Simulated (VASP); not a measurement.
# P (P6_3/mmc) in VASP: further runs

Runs on P. Level: RPBE. Tasks: single point, relaxation of cell and atoms.

All numbers are computed with VASP 6.6.1; they aren't measurements. Logs are shortened: lines on timing, memory, paths and dates and some standing lists are left out, and cuts for length are marked.

**1. The cell of the first run**

It takes space group P6_3/mmc (No. 194, hexagonal). Conventional cell: a = 2.741 Å, b = 2.741 Å, c = 10.299 Å, α = 90.00°, β = 90.00°, γ = 120.00°. Within 3.6 Å of P (site symmetry -3m) lie 12 P at 2.74 to 3.02 Å. P (site symmetry -6m2) has 12 P at 2.74 to 3.02 Å within 3.6 Å.

This isn't the form of P at room conditions, which is orthorhombic.

**2. Single point, RPBE (16.76 Å³/atom)**

The input, INCAR:

```
PREC     = Accurate       # precision mode
ENCUT    = 520            # plane-wave cutoff, eV
EDIFF    = 1E-7           # SCF threshold, eV
ISMEAR   = -1             # smearing method
SIGMA    = 0.1            # smearing width, eV
LREAL    = False          # projectors in reciprocal space
LASPH    = True           # aspherical terms in the spheres
NELM     = 100            # most SCF steps
ALGO     = Normal         # electronic algorithm
ISIF     = 2              # what is computed and relaxed
LWAVE    = False          # write WAVECAR
LCHARG   = True           # write CHGCAR
GGA      = RP             # functional
LELF     = True           # ELF
LVHAR    = True         
NBANDS   = 18             # bands
```

The input, KPOINTS:

```
regular mesh
0
Gamma
  15 15 4
```

The input, POSCAR:

```
P
1.0
    2.7413156123      0.0000000000      0.0000000000
   -1.3706578061      2.3740489600      0.0000000000
    0.0000000000      0.0000000000     10.2987837342
P
4
Direct
    1.0000000000      1.0000000000      0.0000000000
    1.0000000000      1.0000000000      0.5000000000
    0.3333333333      0.6666666667      0.2500000000
    0.6666666667      0.3333333333      0.7500000000
```

Potentials or basis: VASP PAW PBE potentials, release 64 (P).

Run with:

```sh
$ cat potpaw_PBE.64/P/POTCAR > POTCAR
$ mpirun -np 1 vasp_std > vasp.out
```

OUTCAR:

```text
PREC = Accurate
   ENCUT = 520
   EDIFF = 1E-7
   ISMEAR = -1
   LREAL = False
   LASPH = True
   NELM = 100
   ISIF = 2
   GGA = RP

 ion  position               nearest neighbor table
   1  0.000  0.000  0.000-
   2  0.000  0.000  0.500-
   3  0.333  0.667  0.250-
   4  0.667  0.333  0.750-

  LATTYP: Found a hexagonal cell.
 ALAT       =     2.7413156123
 C/A-ratio  =     3.7568763290

  Lattice vectors:

 A1 = (   2.7413156123,   0.0000000000,   0.0000000000)
 A2 = (  -1.3706578061,   2.3740489600,   0.0000000000)
 A3 = (   0.0000000000,   0.0000000000,  10.2987837342)

Analysis of symmetry for initial positions (statically):
=====================================================================
 Subroutine PRICEL returns:
 Original cell was already a primitive cell.

 Routine SETGRP: Setting up the symmetry group for a
 hexagonal supercell.

 Subroutine GETGRP returns: Found 24 space group operations
 (whereof 12 operations were pure point group operations)
 out of a pool of 24 trial point group operations.

The static configuration has the point symmetry D_3d.
 The point group associated with its full space group is D_6h.

Analysis of symmetry for dynamics (positions and initial velocities):
=====================================================================
 Subroutine PRICEL returns:
 Original cell was already a primitive cell.

 Routine SETGRP: Setting up the symmetry group for a
 hexagonal supercell.

 Subroutine GETGRP returns: Found 24 space group operations
 (whereof 12 operations were pure point group operations)
 out of a pool of 24 trial point group operations.

The dynamic configuration has the point symmetry D_3d.
 The point group associated with its full space group is D_6h.

 Subroutine INISYM returns: Found 24 space group operations
 (whereof 12 operations are pure point group operations),
 and found     1 'primitive' translations

----------------------------------------------------------------------------------------

                                     Primitive cell

  volume of cell :      67.0247

  direct lattice vectors                    reciprocal lattice vectors
     2.741315612  0.000000000  0.000000000     0.364788350  0.210610652  0.000000000
    -1.370657806  2.374048960  0.000000000     0.000000000  0.421221305  0.000000000
[... 87 lines left out ...]
   ENCUT  =  520.0 eV  38.22 Ry    6.18 a.u.   5.10  5.10 19.15*2*pi/ulx,y,z
   NELM   =    100;   NELMIN=  2; NELMDL= -5     # of ELM steps
   EDIFF  = 0.1E-06   stopping-criterion for ELM
   LREAL  =      F    real-space projection
   EDIFFG = 0.1E-05   stopping-criterion for IOM
   NSW    =      0    number of steps for IOM
   IBRION =     -1    ionic relax: 0-MD 1-quasi-New 2-CG
   NFREE  =      0    steps in history (QN), initial steepest desc. (CG)
   ISIF   =      2    stress and relaxation
   ISYM   =      2    0-nonsym 1-usesym 2-fastsym
   POTIM  = 0.5000    time-step for ionic-motion
   TEBEG  =    0.0;   TEEND  =   0.0 temperature during run
   PSTRESS=    0.0 pullay stress
   NELECT =      20.0000    total number of electrons
   NUPDOWN=      -1.0000    fix difference up-down
   EMIN   =  10.00;   EMAX   =-10.00  energy-range for DOS
   EFERMI =   0.00;   METHOD = LEGACY
   ISMEAR =    -1;   SIGMA  =   0.10  broadening in eV -4-tet -1-fermi 0-gaus
   EFERMI_NEDOS =   21; number of points for ismear=-14 and -15
   IALGO  =     38    algorithm
   IMIX   =      4    mixing-type and parameters
     AMIX     =   0.40;   BMIX     =  1.00
     AMIX_MAG =   1.60;   BMIX_MAG =  1.00
  volume/ion in A,a.u.               =      16.76       113.08
  Fermi-wavevector in a.u.,A,eV,Ry     =   1.093973  2.067309 16.283139  1.196777
  Thomas-Fermi vector in A             =   2.230269
   LORBIT       =      0    0 simple, 1 ext, 2 COOP (PROOUT), +10 PAW based schemes
   GGA     = RP    functional components
   LHFCALC =     F    Hartree Fock is set to
   AEXX    =    0.0000 exact exchange contribution
   IVDW    =     0    specifies the selected vdW correction
   LEPSILON=     F    determine dielectric tensor
   LRPA    =     F    only Hartree local field effects (RPA)
 non-spin polarized calculation
  energy-cutoff  :      520.00
  volume of cell :       67.02
 maximum number of plane-waves:      1827
   NGX = 11   NGY = 11   NGZ = 39

 number of electron      20.0000001 magnetization

 Free energy of the ion-electron system (eV)
  ---------------------------------------------------
  ext. energy  EPLUGINS =         0.00000000
  ---------------------------------------------------
  free energy    TOTEN  =       -16.49339842 eV

  energy without entropy =      -16.41412762  energy(sigma->0) =      -16.45376302

 E-fermi :   7.8541     XC(G=0): -10.8195

 val. band max:        7.8538337645   @ k =   0.3333   0.0667   0.0000
 cond. band min:       7.8615115060   @ k =   0.4000   0.2000   0.5000
 fundamental gap:      0.0076777415
 Fermi energy:         7.8541437709

 k-point     1 :       0.0000    0.0000    0.0000
  band No.  band energies     occupation
      1      -7.0993      2.00000
      2      -5.9254      2.00000
      3      -5.9011      2.00000
      4      -3.7242      2.00000
      5       0.7974      2.00000
      6       5.3194      2.00000
[... 481 lines left out ...]
      5       1.9218      2.00000
      6       2.1817      2.00000
[... 10 lines left out ...]
     17      13.7273      0.00000
     18      14.7300      0.00000

 [... further k-points ...]

------------------------ aborting loop because EDIFF is reached ----------------------------------------

  FORCE on cell =-STRESS in cart. coord.  units (eV):
  Direction    XX          YY          ZZ          XY          YZ          ZX
  --------------------------------------------------------------------------------------
  -------------------------------------------------------------------------------------
  Total       -3.8739610     -3.8739610     -2.6056136     -0.0000000     -0.0000000      0.0000000
  in kB      -92.6043064    -92.6043063    -62.2853555     -0.0000000     -0.0000000      0.0000000
  external PRESSURE =     -82.4979894 kB  Pullay stress =       0.0000000 kB

 VOLUME and BASIS-vectors are now :
 -----------------------------------------------------------------------------
  energy-cutoff  :      520.00
  volume of cell :       67.02
      direct lattice vectors                 reciprocal lattice vectors
     2.741315612  0.000000000  0.000000000     0.364788350  0.210610652  0.000000000
    -1.370657806  2.374048960  0.000000000     0.000000000  0.421221305  0.000000000
     0.000000000  0.000000000 10.298783734     0.000000000  0.000000000  0.097098844

 POSITION                                       TOTAL-FORCE (eV/Angst)
 -----------------------------------------------------------------------------------
      0.00000      0.00000      0.00000         0.000000      0.000000     -0.000000
      0.00000      0.00000      5.14939         0.000000      0.000000     -0.000000
     -0.00000      1.58270      2.57470         0.000000      0.000000      0.000000
      1.37066      0.79135      7.72409        -0.000000     -0.000000     -0.000000
 -----------------------------------------------------------------------------------
    total drift:                                0.000000     -0.000000      0.000000

  FREE ENERGIE OF THE ION-ELECTRON SYSTEM (eV)
  ---------------------------------------------------
  free  energy   TOTEN  =       -16.4933984202 eV

  energy  without entropy=      -16.4141276211  energy(sigma->0) =      -16.45376302
```

OSZICAR:

```text
N       E                     dE             d eps       ncg     rms          rms(c)
DAV:   1     0.498110515053E+02    0.49811E+02   -0.84222E+03  2916   0.944E+02
DAV:   2    -0.137637794843E+02   -0.63575E+02   -0.60888E+02  4168   0.145E+02
DAV:   3    -0.165164774987E+02   -0.27527E+01   -0.27174E+01  3626   0.282E+01
DAV:   4    -0.165411499261E+02   -0.24672E-01   -0.24634E-01  3522   0.337E+00
DAV:   5    -0.165414039224E+02   -0.25400E-03   -0.25394E-03  3474   0.326E-01    0.719E+00
DAV:   6    -0.165066759420E+02    0.34728E-01   -0.25571E-02  3248   0.760E-01    0.405E+00
DAV:   7    -0.164932558652E+02    0.13420E-01   -0.41872E-02  3156   0.978E-01    0.183E-01
DAV:   8    -0.164932805271E+02   -0.24662E-04   -0.15345E-03  3550   0.215E-01    0.125E-01
DAV:   9    -0.164933964741E+02   -0.11595E-03   -0.26988E-04  3202   0.945E-02    0.298E-02
DAV:  10    -0.164933991516E+02   -0.26775E-05   -0.11430E-05  3650   0.179E-02    0.192E-02
DAV:  11    -0.164933983593E+02    0.79238E-06   -0.52977E-06  3212   0.128E-02    0.377E-03
DAV:  12    -0.164933984202E+02   -0.60995E-07   -0.16453E-07  1988   0.267E-03
   1 F= -.16493398E+02 E0= -.16453763E+02  d E =-.792708E-01
```

Run time: 91 s. Hardware: 1 thread of Intel Xeon 8259CL, shared host; peak memory 0.21 GiB.

What came out:

```
Free energy            : -16.4934 eV
Pressure               : -8.2 GPa
Band gap on the k mesh : zero (bands 10 and 11 overlap by 9.14 eV)
```

Caveat: the cell stands under tension; the PAW data sets were made with another functional, which shifts forces and pressure a little.

**3. Single point, RPBE**

This run uses another cell than the first one, of 14.96 Å³/atom.

The input, INCAR:

```
PREC = Accurate ; ENCUT = 520
EDIFF = 1E-7 ; ISMEAR = -1
SIGMA = 0.1 ; LREAL = F
LASPH = T ; NELM = 100
ALGO = Normal ; ISIF = 2
LWAVE = F ; LCHARG = T
GGA = RP ; LELF = T
LVHAR = T ; NBANDS = 18
```

The input, KPOINTS:

```
Automatic mesh
0
Gamma
  18 18 5
```

The input, POSCAR:

```
P
1.0
    2.6396906366      0.0000000000      0.0000000000
   -1.3198453183      2.2860391494      0.0000000000
    0.0000000000      0.0000000000      9.9169912687
P
4
Direct
    1.0000000000      1.0000000000      0.0000000000
    1.0000000000      1.0000000000      0.5000000000
    0.3333333333      0.6666666667      0.2500000000
    0.6666666667      0.3333333333      0.7500000000
```

Potentials or basis: VASP PAW PBE potentials, release 64 (P).

Run with:

```sh
$ cat potpaw_PBE.64/P/POTCAR > POTCAR
$ mpirun -np 1 vasp_std > vasp.out
```

Run time: 2.6 min. Hardware: 1 thread of Intel Xeon 8259CL, shared host; peak memory 0.22 GiB.

The run converged. Its results:

* Free energy: -16.7133 eV
* Pressure: -0.5 GPa
* Band gap on the k mesh: zero (bands 10 and 11 overlap by 10.32 eV)

Stress tensor (GPa, compression positive):
```
-0.81  0.00  0.00
 0.00 -0.81  0.00
 0.00  0.00  0.10
```

Levels at points of the mesh, in eV from the Fermi level:
```
           k point  band 6  band 7  band 8  band 9  band 10  band 11  band 12  band 13  band 14  band 15
(0.00, 0.00, 0.00)   -2.86   -2.85    3.98    6.58     6.58     7.07     7.07     7.15     7.15     7.77
(0.50, 0.00, 0.00)   -7.20   -5.51   -5.22   -2.21    -1.29     1.55     2.16     2.38     3.17     3.19
```

Caveat: the PAW data sets were made with another functional, which shifts forces and pressure a little.

**4. Relaxation of cell and atoms, RPBE**

This run uses another cell than the first one, of 15.22 Å³/atom.

The input, INCAR:

```
PREC     = Accurate       # precision mode
ENCUT    = 600            # plane-wave cutoff, eV
EDIFF    = 1E-6           # SCF threshold, eV
ISMEAR   = -1             # smearing method
SIGMA    = 0.1            # smearing width, eV
LREAL    = False          # projectors in reciprocal space
LASPH    = True           # aspherical terms in the spheres
NELM     = 100            # most SCF steps
ALGO     = Normal         # electronic algorithm
ISIF     = 3              # what is computed and relaxed
LWAVE    = False          # write WAVECAR
LCHARG   = False          # write CHGCAR
GGA      = RP             # functional
IBRION   = 2              # ionic algorithm
NSW      = 80             # ionic steps
EDIFFG   = -0.01          # ionic threshold
```

The input, KPOINTS:

```
regular mesh
0
Gamma
  13 13 4
```

The input, POSCAR:

```
P
1.0
    2.7818573800      0.0000000000      0.0000000000
   -1.3909286900      2.4091591608      0.0000000000
    0.0000000000      0.0000000000      9.0855462031
P
4
Direct
    0.0000000000      0.0000000000      0.0000000000
    0.0000000000      0.0000000000      0.5000000000
    0.3333333333      0.6666666667      0.2500000000
    0.6666666667      0.3333333333      0.7500000000
```

Potentials or basis: VASP PAW PBE potentials, release 64 (P).

Run with:

```sh
$ cat potpaw_PBE.64/P/POTCAR > POTCAR
$ mpirun -np 1 vasp_std > vasp.out
```

OUTCAR:

```text
PREC = Accurate
   ENCUT = 600
   EDIFF = 1E-6
   ISMEAR = -1
   LREAL = False
   LASPH = True
   NELM = 100
   ISIF = 3
   GGA = RP
   IBRION = 2
   NSW = 80
   EDIFFG = -0.01

 ion  position               nearest neighbor table
   1  0.000  0.000  0.000-   3 2.78   4 2.78   4 2.78   3 2.78   4 2.78   3 2.78
   2  0.000  0.000  0.500-   3 2.78   4 2.78   4 2.78   3 2.78   4 2.78   3 2.78
   3  0.333  0.667  0.250-   1 2.78   2 2.78   1 2.78   2 2.78   1 2.78   2 2.78
   4  0.667  0.333  0.750-   1 2.78   2 2.78   1 2.78   2 2.78   1 2.78   2 2.78

  LATTYP: Found a hexagonal cell.
 ALAT       =     2.7818573800
 C/A-ratio  =     3.2660000000

  Lattice vectors:

 A1 = (   2.7818573800,   0.0000000000,   0.0000000000)
 A2 = (  -1.3909286900,   2.4091591608,   0.0000000000)
 A3 = (   0.0000000000,   0.0000000000,   9.0855462031)
[... 714 lines left out ...]

 number of electron      19.9999997 magnetization

------------------------ aborting loop because EDIFF is reached ----------------------------------------
[... 71 lines left out ...]
--------------------------------------- Ionic step       19  -------------------------------------------

 number of electron      19.9999998 magnetization

 Free energy of the ion-electron system (eV)
  ---------------------------------------------------
  ext. energy  EPLUGINS =         0.00000000
  ---------------------------------------------------
  free energy    TOTEN  =       -16.74841496 eV

  energy without entropy =      -16.69131759  energy(sigma->0) =      -16.71986628

 E-fermi :   9.4401     XC(G=0): -11.3458

 val. band max:        9.4071885184   @ k =   0.1538   0.1538   0.0000
 cond. band min:       9.4468906422   @ k =   0.2308   0.2308   0.2500
 fundamental gap:      0.0397021237
 Fermi energy:         9.4400698212

 k-point     1 :       0.0000    0.0000    0.0000
  band No.  band energies     occupation
      1      -6.6541      2.00000
      2      -5.3449      2.00000
      3      -5.2961      2.00000
      4      -2.6995      2.00000
      5       1.4148      2.00000
      6       6.5989      2.00000
      7       6.6215      2.00000
      8      13.4922      0.00000
      9      16.0994      0.00000
     10      16.0994      0.00000
     11      16.6194      0.00000
     12      16.6194      0.00000
     13      16.6569      0.00000
     14      16.6569      0.00000
[... 422 lines left out ...]
  FREE ENERGIE OF THE ION-ELECTRON SYSTEM (eV)
  ---------------------------------------------------
  free  energy   TOTEN  =       -16.7484149595 eV

  energy  without entropy=      -16.6913175925  energy(sigma->0) =      -16.71986628

 reached required accuracy - stopping structural energy minimisation
```

Wall time 12 min (1 thread of Intel Xeon 8259CL, shared host); peak memory 0.23 GiB.

Results:

```
Free energy                           : -16.7484 eV
Relaxed volume                        : 14.88 Å³/atom
Relaxed cell                          : a = 2.635 Å, b = 2.635 Å, c = 9.898 Å, α = 90.00°, β = 90.00°, γ = 120.00°
Space group after relaxing (to 0.1 Å) : P6_3/mmc (No. 194)
Energy gained by relaxing             : 30.7 meV/atom
Ionic steps                           : 19
Pressure after relaxing               : 0.0 GPa
```

The path:
```tsv
step	energy change (eV)	largest force (eV/Å)	pressure (GPa)	volume (Å³)
1	0.0000	0.0000	-2.79	60.89
2	-0.0235	0.0000	0.35	58.58
3	-0.0235	0.0000	0.43	58.53
4	-0.0338	0.0000	0.58	58.39
5	-0.0710	0.0000	1.30	57.94
6	-0.0832	0.0000	4.63	56.83
7	-0.0998	0.0000	3.05	57.29
8	-0.1051	0.0000	2.83	57.52
9	-0.1123	0.0000	2.32	58.05
10	-0.1100	0.0000	1.35	59.11
11	-0.1142	0.0000	1.97	58.41
12	-0.1144	0.0000	1.78	58.61
13	-0.1183	0.0000	1.26	58.89
14	-0.1225	0.0000	0.01	59.59
15	-0.1225	0.0000	-0.09	59.66
16	-0.1225	0.0000	-0.12	59.68
17	-0.1226	0.0000	-0.11	59.66
18	-0.1227	0.0000	-0.08	59.61
19	-0.1227	0.0000	-0.01	59.51
```

Final structure:
```xyz
4
Lattice="2.6349 0.0000 0.0000 -1.3174 2.2819 0.0000 0.0000 0.0000 9.8984" Properties=species:S:1:pos:R:3 pbc="T T T"
P     0.0000    0.0000    0.0000
P     0.0000    0.0000    4.9492
P     0.0000    1.5213    2.4746
P     1.3174    0.7606    7.4238
```

Levels at points of the mesh, in eV from the Fermi level:
| k point | band 8 | band 9 | band 10 | band 11 | band 12 | band 13 |
| --- | --- | --- | --- | --- | --- | --- |
| (0.00, 0.00, 0.00) | 4.05 | 6.66 | 6.66 | 7.18 | 7.18 | 7.22 |
| (0.00, 0.00, 0.50) | 1.17 | 6.81 | 6.81 | 6.81 | 6.81 | 7.65 |

Caveat: the highest band is partly filled, so the run has too few bands; the PAW data sets were made with another functional, which shifts forces and pressure a little.

**5. The runs side by side**

| task | cell | k mesh | cutoff (eV) | gap on the mesh (eV) | pressure (GPa) |
| --- | --- | --- | --- | --- | --- |
| single point | a = 2.741, b = 2.741, c = 10.299 Å, angles 90.0, 90.0, 120.0°, 4 atoms | 15 × 15 × 4 | 520 | none | -8.2 |
| single point | a = 2.640, b = 2.640, c = 9.917 Å, angles 90.0, 90.0, 120.0°, 4 atoms | 18 × 18 × 5 | 520 | none | -0.5 |
| relaxation of cell and atoms | relaxed from a = 2.782, b = 2.782, c = 9.086 Å, angles 90.0, 90.0, 120.0°, 4 atoms | 13 × 13 × 4 | 600 | - | 0.0 |

Alike in all rows: level RPBE; potentials or basis VASP PAW PBE potentials, release 64 (P); no spin polarisation; smearing fermi-dirac 0.1 eV.

Caveats: the PAW data sets were made with another functional, which shifts forces and pressure a little; the cell stands under tension (at least some runs); the highest band is partly filled, so the run has too few bands (at least some runs).

Total energies depend on the potentials used, so only differences within one code and one set of settings carry meaning.
